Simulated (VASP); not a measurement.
# Sc2AlN3 (P4/mmm) in VASP: further runs

Sc2AlN3 is run at these levels: PBE; tasks: single point.

Program: VASP 6.6.1. These are calculated values, not measurements. Logs are shortened: lines on timing, memory, paths and dates and some standing lists are left out, and cuts for length are marked.

### Step 1. The cell of the first run

Symmetry: P4/mmm, No. 123, tetragonal system. The conventional cell has a = 3.806 Å, b = 3.806 Å, c = 5.926 Å, α = 90.00°, β = 90.00°, γ = 90.00°. Within 3.0 Å of Sc (site symmetry mmm) lie 4 N at 2.24 Å and 4 Sc at 2.69 Å. Within 2.4 Å of Al (site symmetry 4/mmm) lie 2 N at 1.79 Å. N (site symmetry 4mm) has 1 Al at 1.79 Å and 4 Sc at 2.24 Å and 1 N at 2.35 Å within 2.4 Å. N (site symmetry 4/mmm) has 4 Al at 2.69 Å and 8 N at 3.23 Å and 8 Sc at 3.52 Å within 3.6 Å.

The cell was built from a structure type or drawn by symmetry, and may not be a known phase.

### Step 2. Single point, PBE, collinear spin, ferromagnetic start

INCAR

```
SYSTEM = Sc2AlN3
ALGO = Normal ; EDIFF = 1E-7
ENCUT = 520 ; GGA = PE
ISIF = 2 ; ISMEAR = 0
ISPIN = 2 ; LASPH = .TRUE.
LCHARG = .TRUE. ; LELF = .TRUE.
LMAXMIX = 4 ; LORBIT = 11
LREAL = .FALSE. ; LVHAR = .TRUE.
LWAVE = .FALSE. ; MAGMOM = 0 0 0 1 1 1
NBANDS = 33 ; NELM = 150
PREC = Accurate ; SIGMA = 0.1
```

KPOINTS

```
k-points
0
G
  4 4 4
  0 0 0
```

POSCAR

```
Sc2AlN3
1.0
    3.8057060489      0.0000000000      0.0000000000
    0.0000000000      3.8057060489      0.0000000000
    0.0000000000      0.0000000000      5.9258160155
Sc Al N
2 1 3
Direct
    0.0000000000      0.5000000000      0.0000000000
    0.5000000000      0.0000000000      0.0000000000
    0.5000000000      0.5000000000      0.5000000000
    0.5000000000      0.5000000000      0.1981089512
    0.5000000000      0.5000000000      0.8018910488
    0.0000000000      0.0000000000      0.5000000000
```

Potentials or basis: VASP PAW PBE potentials, release 64 (Sc_sv, Al, N).

The run is started by

```
> cat potpaw_PBE.64/Sc_sv/POTCAR potpaw_PBE.64/Al/POTCAR potpaw_PBE.64/N/POTCAR > POTCAR
> mpirun -np 1 vasp_std > vasp.out
```

OUTCAR:

```text
SYSTEM = Sc2AlN3
   EDIFF = 1E-7
   ENCUT = 520
   GGA = PE
   ISIF = 2
   ISMEAR = 0
   ISPIN = 2
   LASPH = .TRUE.
   LORBIT = 11
   LREAL = .FALSE.
   NELM = 150
   PREC = Accurate

 ion  position               nearest neighbor table
   1  0.000  0.500  0.000-   4 2.24   5 2.24   4 2.24   5 2.24   2 2.69   2 2.69   2 2.69   2 2.69

   2  0.500  0.000  0.000-   4 2.24   5 2.24   4 2.24   5 2.24   1 2.69   1 2.69   1 2.69   1 2.69

   3  0.500  0.500  0.500-   4 1.79   5 1.79
   4  0.500  0.500  0.198-   3 1.79   2 2.24   1 2.24   2 2.24   1 2.24
   5  0.500  0.500  0.802-   3 1.79   2 2.24   1 2.24   2 2.24   1 2.24
   6  0.000  0.000  0.500-

  LATTYP: Found a simple tetragonal cell.
 ALAT       =     3.8057060489
 C/A-ratio  =     1.5570871579

  Lattice vectors:

 A1 = (   3.8057060489,   0.0000000000,   0.0000000000)
 A2 = (   0.0000000000,   3.8057060489,   0.0000000000)
 A3 = (   0.0000000000,   0.0000000000,   5.9258160155)

Analysis of symmetry for initial positions (statically):
=====================================================================
 Subroutine PRICEL returns:
 Original cell was already a primitive cell.

 Routine SETGRP: Setting up the symmetry group for a
 simple tetragonal supercell.

 Subroutine GETGRP returns: Found 16 space group operations
 (whereof 16 operations were pure point group operations)
 out of a pool of 16 trial point group operations.

The static configuration has the point symmetry D_4h.

Analysis of symmetry for dynamics (positions and initial velocities):
=====================================================================
 Subroutine PRICEL returns:
 Original cell was already a primitive cell.

 Routine SETGRP: Setting up the symmetry group for a
 simple tetragonal supercell.

 Subroutine GETGRP returns: Found 16 space group operations
 (whereof 16 operations were pure point group operations)
 out of a pool of 16 trial point group operations.

The dynamic configuration has the point symmetry D_4h.

Analysis of structural, dynamic, and magnetic symmetry:
=====================================================================
 Subroutine PRICEL returns:
 Original cell was already a primitive cell.

 Routine SETGRP: Setting up the symmetry group for a
 simple tetragonal supercell.

 Subroutine GETGRP returns: Found 16 space group operations
 (whereof 16 operations were pure point group operations)
 out of a pool of 16 trial point group operations.

The overall configuration has the point symmetry D_4h.

 Subroutine INISYM returns: Found 16 space group operations
 (whereof 16 operations are pure point group operations),
 and found     1 'primitive' translations

----------------------------------------------------------------------------------------

                                     Primitive cell

  volume of cell :      85.8260

  direct lattice vectors                    reciprocal lattice vectors
     3.805706049  0.000000000  0.000000000     0.262763331  0.000000000  0.000000000
     0.000000000  3.805706049  0.000000000     0.000000000  0.262763331  0.000000000
     0.000000000  0.000000000  5.925816015     0.000000000  0.000000000  0.168753130

  length of vectors
     3.805706049  3.805706049  5.925816015     0.262763331  0.262763331  0.168753130

  position of ions in fractional coordinates (direct lattice)
     0.000000000  0.500000000  0.000000000
     0.500000000  0.000000000  0.000000000
     0.500000000  0.500000000  0.500000000
     0.500000000  0.500000000  0.198108951
     0.500000000  0.500000000  0.801891049
     0.000000000  0.000000000  0.500000000

  ion indices of the primitive-cell ions
   primitive index   ion index
                 1           1
                 2           2
                 3           3
                 4           4
                 5           5
                 6           6

[... 28 lines left out ...]
  0.000000  0.000000  0.000000      1.000000
  0.250000  0.000000  0.000000      4.000000
  0.500000  0.000000  0.000000      2.000000
  0.250000  0.250000  0.000000      4.000000
  0.500000  0.250000  0.000000      4.000000
  0.500000  0.500000  0.000000      1.000000
[... 10 lines left out ...]
  0.500000  0.250000  0.500000      4.000000
  0.500000  0.500000  0.500000      1.000000
   k-points           NKPTS =     18   k-points in BZ     NKDIM =     18   number of bands    NBANDS=     33
   number of dos      NEDOS =    301   number of ions     NIONS =      6
   total plane-waves  NPLWV =  37632
   dimension x,y,z NGX =    28 NGY =   28 NGZ =   48
   dimension x,y,z NGXF=    56 NGYF=   56 NGZF=   96
   ions per type =               2   1   3
   NGX,Y,Z   is equivalent  to a cutoff of  12.23, 12.23, 13.47 a.u.
   NGXF,Y,Z  is equivalent  to a cutoff of  24.46, 24.46, 26.93 a.u.
 SYSTEM =  Sc2AlN3
   PREC   = accura    normal or accurate (medium, high low for compatibility)
   ISTART =      0    job   : 0-new  1-cont  2-samecut
   ICHARG =      2    charge: 1-file 2-atom 10-const
   ISPIN  =      2    spin polarized calculation?
   LNONCOLLINEAR =      F non collinear calculations
   LSORBIT =      F    spin-orbit coupling
   LASPH  =      T    aspherical Exc in radial PAW
   ENCUT  =  520.0 eV  38.22 Ry    6.18 a.u.   7.08  7.08 11.02*2*pi/ulx,y,z
   NELM   =    150;   NELMIN=  2; NELMDL= -5     # of ELM steps
   EDIFF  = 0.1E-06   stopping-criterion for ELM
   LREAL  =      F    real-space projection
   EDIFFG = 0.1E-05   stopping-criterion for IOM
   NSW    =      0    number of steps for IOM
   IBRION =     -1    ionic relax: 0-MD 1-quasi-New 2-CG
   NFREE  =      0    steps in history (QN), initial steepest desc. (CG)
   ISIF   =      2    stress and relaxation
   ISYM   =      2    0-nonsym 1-usesym 2-fastsym
   POTIM  = 0.5000    time-step for ionic-motion
   TEBEG  =    0.0;   TEEND  =   0.0 temperature during run
   PSTRESS=    0.0 pullay stress
   NELECT =      40.0000    total number of electrons
   NUPDOWN=      -1.0000    fix difference up-down
   EMIN   =  10.00;   EMAX   =-10.00  energy-range for DOS
   EFERMI =   0.00;   METHOD = LEGACY
   ISMEAR =     0;   SIGMA  =   0.10  broadening in eV -4-tet -1-fermi 0-gaus
   EFERMI_NEDOS =   21; number of points for ismear=-14 and -15
   IALGO  =     38    algorithm
   IMIX   =      4    mixing-type and parameters
     AMIX     =   0.40;   BMIX     =  1.00
     AMIX_MAG =   1.60;   BMIX_MAG =  1.00
  volume/ion in A,a.u.               =      14.30        96.53
  Fermi-wavevector in a.u.,A,eV,Ry     =   1.269274  2.398579 21.919744  1.611056
  Thomas-Fermi vector in A             =   2.402324
   LORBIT       =     11    0 simple, 1 ext, 2 COOP (PROOUT), +10 PAW based schemes
   GGA     = PE    functional components
   LHFCALC =     F    Hartree Fock is set to
   AEXX    =    0.0000 exact exchange contribution
   IVDW    =     0    specifies the selected vdW correction
   LEPSILON=     F    determine dielectric tensor
   LRPA    =     F    only Hartree local field effects (RPA)
 spin polarized calculation
 Gauss-broadening in eV      SIGMA  =   0.10
  energy-cutoff  :      520.00
  volume of cell :       85.83
 maximum number of plane-waves:      2344
   NGX = 15   NGY = 15   NGZ = 23

 number of electron      39.9999993 magnetization       0.0138527

 number of electron      39.9999993 magnetization      -0.0000161

 Free energy of the ion-electron system (eV)
  ---------------------------------------------------
  ext. energy  EPLUGINS =         0.00000000
  ---------------------------------------------------
  free energy    TOTEN  =       -40.90767842 eV

  energy without entropy =      -40.87586830  energy(sigma->0) =      -40.89177336

 E-fermi :   3.7899     XC(G=0): -10.3111

 val. band max:        3.7843242155   @ k =   0.0000   0.0000   0.5000
 cond. band min:       3.8240770197   @ k =   0.2500   0.2500   0.2500
 fundamental gap:      0.0397528043
 Fermi energy:         3.7898707658

 spin component 1

 k-point     1 :       0.0000    0.0000    0.0000
  band No.  band energies     occupation
      1     -45.2536      1.00000
      2     -44.8971      1.00000
      3     -24.2992      1.00000
      4     -24.2992      1.00000
      5     -23.8818      1.00000
      6     -23.5340      1.00000
[... 619 lines left out ...]
     31       9.6916      0.00000
     32      10.6463      0.00000
 Fermi energy:         3.7898707658

 spin component 2

 k-point     1 :       0.0000    0.0000    0.0000
  band No.  band energies     occupation
      1     -45.2536      1.00000
      2     -44.8971      1.00000
      3     -24.2993      1.00000
      4     -24.2993      1.00000
      5     -23.8818      1.00000
      6     -23.5340      1.00000
[... 619 lines left out ...]
     31       9.6916      0.00000
     32      10.6463      0.00000
 [bands above 32 left out]

------------------------ aborting loop because EDIFF is reached ----------------------------------------

  FORCE on cell =-STRESS in cart. coord.  units (eV):
  Direction    XX          YY          ZZ          XY          YZ          ZX
  --------------------------------------------------------------------------------------
  -------------------------------------------------------------------------------------
  Total        0.0907765      0.0907765     -0.0184347      0.0000000      0.0000000      0.0000000
  in kB        1.6945929      1.6945929     -0.3441348      0.0000000      0.0000000      0.0000000
  external PRESSURE =       1.0150170 kB  Pullay stress =       0.0000000 kB

 VOLUME and BASIS-vectors are now :
 -----------------------------------------------------------------------------
  energy-cutoff  :      520.00
  volume of cell :       85.83
      direct lattice vectors                 reciprocal lattice vectors
     3.805706049  0.000000000  0.000000000     0.262763331  0.000000000  0.000000000
     0.000000000  3.805706049  0.000000000     0.000000000  0.262763331  0.000000000
     0.000000000  0.000000000  5.925816015     0.000000000  0.000000000  0.168753130

 POSITION                                       TOTAL-FORCE (eV/Angst)
 -----------------------------------------------------------------------------------
      0.00000      1.90285      0.00000         0.000000      0.000000      0.000000
      1.90285      0.00000      0.00000         0.000000      0.000000      0.000000
      1.90285      1.90285      2.96291         0.000000      0.000000      0.000000
      1.90285      1.90285      1.17396         0.000000      0.000000      0.072044
      1.90285      1.90285      4.75186         0.000000     -0.000000     -0.072044
      0.00000      0.00000      2.96291         0.000000      0.000000      0.000000
 -----------------------------------------------------------------------------------
    total drift:                                0.000000      0.000000     -0.000000

  FREE ENERGIE OF THE ION-ELECTRON SYSTEM (eV)
  ---------------------------------------------------
  free  energy   TOTEN  =       -40.9076784185 eV

  energy  without entropy=      -40.8758682983  energy(sigma->0) =      -40.89177336

 total charge

# of ion       s       p       d       tot
------------------------------------------
    1        2.249   6.198   1.187   9.633
    2        2.249   6.198   1.187   9.633
    3        0.380   0.358   0.000   0.738
    4        1.259   2.498   0.000   3.756
    5        1.259   2.498   0.000   3.756
    6        1.316   2.055   0.000   3.370
--------------------------------------------------
tot          8.710  19.804   2.373  30.888

 magnetization (x)

# of ion       s       p       d       tot
------------------------------------------
    1       -0.000  -0.000  -0.000  -0.000
    2       -0.000  -0.000  -0.000  -0.000
    3        0.000   0.000   0.000   0.000
    4        0.000  -0.000   0.000  -0.000
    5        0.000  -0.000   0.000  -0.000
    6        0.000  -0.000   0.000  -0.000
--------------------------------------------------
tot         -0.000  -0.000  -0.000  -0.000
```

Run time: 83 s. Hardware: 1 thread of Intel Xeon 6975P-C (Granite Rapids), shared host; peak memory 0.26 GiB.

What came out:

```yaml
Free_energy: -40.9077 eV
Pressure: 0.1 GPa
Largest_force: 0.072 eV/Å
Band_gap_on_the_k_mesh: zero (filled and empty bands overlap)
Net_moment: 0.00 μB per cell
Valence_electrons_inside_the_program's_atomic_spheres: Sc 9.63; Al 0.74; N 3.76, 3.37 (each value once)
```

Forces on the atoms (eV/Å):
```
Sc   0.000  0.000  0.000
Sc   0.000  0.000  0.000
Al   0.000  0.000  0.000
N    0.000  0.000  0.072
N    0.000  0.000 -0.072
N    0.000  0.000  0.000
```

Caveat: the k points lie up to 0.41 Å⁻¹ apart.

### Step 3. Single point, PBE, collinear spin, ferromagnetic start

This run uses another cell than the first one, of 17.04 Å³/atom.

INCAR

```
  PREC = Accurate
  ENCUT = 520
  EDIFF = 1E-7
  ISMEAR = 0
  SIGMA = 0.1
  LREAL = F
  LASPH = T
  NELM = 150
  ALGO = Normal
  ISIF = 2
  LWAVE = F
  LCHARG = T
  ISPIN = 2
  MAGMOM = 0 0 0 1 1 1
  LORBIT = 11
  LMAXMIX = 4
  GGA = PE
  LELF = T
  LVHAR = T
  NBANDS = 33
```

KPOINTS

```
regular mesh
0
Gamma
  4 4 4
```

POSCAR

```
Sc2AlN3
1.0
    3.9392560200      0.0000000000      0.0000000000
    0.0000000000      3.9392560200      0.0000000000
    0.0000000000      0.0000000000      6.5899767900
Sc Al N
2 1 3
Direct
    0.0000000000      0.5000000000      0.0000000000
    0.5000000000      0.0000000000      0.0000000000
    0.5000000000      0.5000000000      0.5000000000
    0.5000000000      0.5000000000      0.1321156600
    0.5000000000      0.5000000000      0.8678843400
    0.0000000000      0.0000000000      0.5000000000
```

Potentials or basis: VASP PAW PBE potentials, release 64 (Sc_sv, Al, N).

The run is started by

```
> cat potpaw_PBE.64/Sc_sv/POTCAR potpaw_PBE.64/Al/POTCAR potpaw_PBE.64/N/POTCAR > POTCAR
> mpirun -np 1 vasp_std > vasp.out
```

It took 78 s on 1 thread of Intel Xeon 6975P-C (Granite Rapids), shared host; peak memory 0.28 GiB.

The run converged. Its results:

```
Free energy                                           : -38.4675 eV
Pressure                                              : -3.8 GPa
Largest force                                         : 0.834 eV/Å
Band gap on the k mesh                                : zero (filled and empty bands overlap)
Net moment                                            : 0.00 μB per cell
Valence electrons inside the program's atomic spheres : Sc 9.69; Al 0.60; N 3.67, 3.34 (each value once)
```

Forces in eV/Å, atoms in the order of the input:
```
Sc   0.000  0.000  0.000
Sc   0.000  0.000  0.000
Al   0.000  0.000  0.000
N    0.000  0.000  0.834
N    0.000  0.000 -0.834
N    0.000  0.000  0.000
```

Stress tensor (GPa, compression positive):
```
 -0.53   0.00   0.00
  0.00  -0.53   0.00
  0.00   0.00 -10.34
```

Levels at points of the mesh, in eV from the Fermi level:
Spin up:
| k point | band 18 | band 19 | band 20 | band 21 | band 22 | band 23 |
| --- | --- | --- | --- | --- | --- | --- |
| (0.00, 0.00, 0.00) | -1.29 | -0.75 | -0.75 | -0.68 | -0.68 | 1.51 |
| (0.50, 0.00, 0.00) | -0.66 | -0.37 | -0.06 | 0.51 | 1.16 | 1.25 |
| (0.50, 0.50, 0.00) | -1.73 | -1.09 | -0.02 | 0.51 | 0.92 | 1.03 |
| (0.00, 0.00, 0.50) | -2.45 | -0.75 | -0.66 | -0.66 | -0.36 | 2.81 |
| (0.50, 0.00, 0.50) | -1.31 | -0.38 | 0.19 | 0.90 | 1.22 | 2.17 |
| (0.50, 0.50, 0.50) | -1.01 | -1.01 | -0.60 | -0.16 | 0.99 | 0.99 |
Spin down:
| k point | band 16 | band 17 | band 18 | band 19 | band 20 | band 21 | band 22 | band 23 | band 24 | band 25 |
| --- | --- | --- | --- | --- | --- | --- | --- | --- | --- | --- |
| (0.00, 0.00, 0.00) | -3.41 | -2.33 | -1.28 | -0.76 | -0.75 | -0.68 | -0.68 | 1.51 | 2.53 | 2.79 |
| (0.50, 0.00, 0.00) | -2.61 | -2.59 | -0.66 | -0.37 | -0.05 | 0.51 | 1.16 | 1.24 | 2.10 | 2.37 |
| (0.50, 0.50, 0.00) | -2.22 | -1.73 | -1.73 | -1.08 | -0.02 | 0.51 | 0.92 | 1.02 | 1.02 | 1.59 |
| (0.00, 0.00, 0.50) | -3.37 | -2.54 | -2.46 | -0.76 | -0.66 | -0.66 | -0.35 | 2.81 | 2.81 | 2.98 |
| (0.50, 0.00, 0.50) | -3.37 | -2.35 | -1.31 | -0.38 | 0.20 | 0.90 | 1.22 | 2.16 | 2.19 | 2.34 |
| (0.50, 0.50, 0.50) | -2.74 | -2.18 | -1.01 | -1.01 | -0.59 | -0.16 | 0.99 | 0.99 | 1.86 | 1.86 |

Caveat: the k points lie up to 0.40 Å⁻¹ apart, too coarse for converged energies and pressures of a metal.
